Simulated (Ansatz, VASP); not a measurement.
# Ti: VASP beside Ansatz

INCAR

```
  PREC = Accurate
  ENCUT = 520
  EDIFF = 1E-6
  ISMEAR = 0
  SIGMA = 0.15
  LREAL = F
  LASPH = T
  NELM = 80
  ALGO = Fast
  ISIF = 2
  LWAVE = F
  LCHARG = F
  GGA = PS
  NBANDS = 19
```

KPOINTS

```
regular mesh
0
Gamma
  18 18 10
```

POSCAR

```
Ti
1.0
   -1.6410000000      1.6410000000      1.6410000000
    1.6410000000     -1.6410000000      1.6410000000
    3.2820000000      3.2820000000      0.0000000000
Ti
2
Direct
    0.0000000000      0.0000000000      0.0269312455
    0.5000000000      0.5000000000      0.4730687545
```

Input for Ansatz:

```yaml
crystal:
  lattice:
    - [-1.641, 1.641, 1.641]
    - [1.641, -1.641, 1.641]
    - [3.282, 3.282, 0.0]
  atoms:
    - { symbol: Ti, position: [0.0, 0.0, 0.0269312455] }
    - { symbol: Ti, position: [0.5, 0.5, 0.4730687545] }
basis:
  ecutwfc: 420
kpoints:
  mp_grid: { grid: [18, 18, 10] }
hamiltonian:
  xc: pbesol
scf:
  occupations: { method: gaussian, width: 0.15 }
output:
  forces: true
  stress: true
  eigenvalues: true
  write_density: true
  write_potential: true
  elf: true
  volumetric_format: npy
```

Change from the starting cell: mode 5 (126.2 1/cm) frozen in, largest displacement +0.125 Å.

Alike in both runs: task single point; functional PBEsol; k mesh 18 × 18 × 10; occupations gaussian, width 0.15 eV; no spin polarisation.

```csv
,VASP,Ansatz
version,VASP 6.6.1,Ansatz 0.2.0
potentials or method,"VASP PAW PBE potentials, release 64 (Ti_sv), cutoff 520 eV","scalar-relativistic, plane waves, PAW"
valence electrons in the cell,24,24
```

|  | VASP | Ansatz | Ansatz less VASP |
| --- | --- | --- | --- |
| gap on the k mesh at the Fermi level (eV) | none | none | - |
| pressure (GPa) | -5.2 | -5.0 | +0.23 |
| traceless stress, the component that is largest in VASP (GPa) | 2.17 | 2.15 | -0.017 |
| rms of the force components (eV/Å) | 0.291 | 0.293 | +0.0020 |

VASP's potentials were made for PBE, not for PBEsol. Atom by atom the forces differ by 0.002 eV/Å (rms over components). A gap of «none» marks a metal or a gap that the smearing closes.
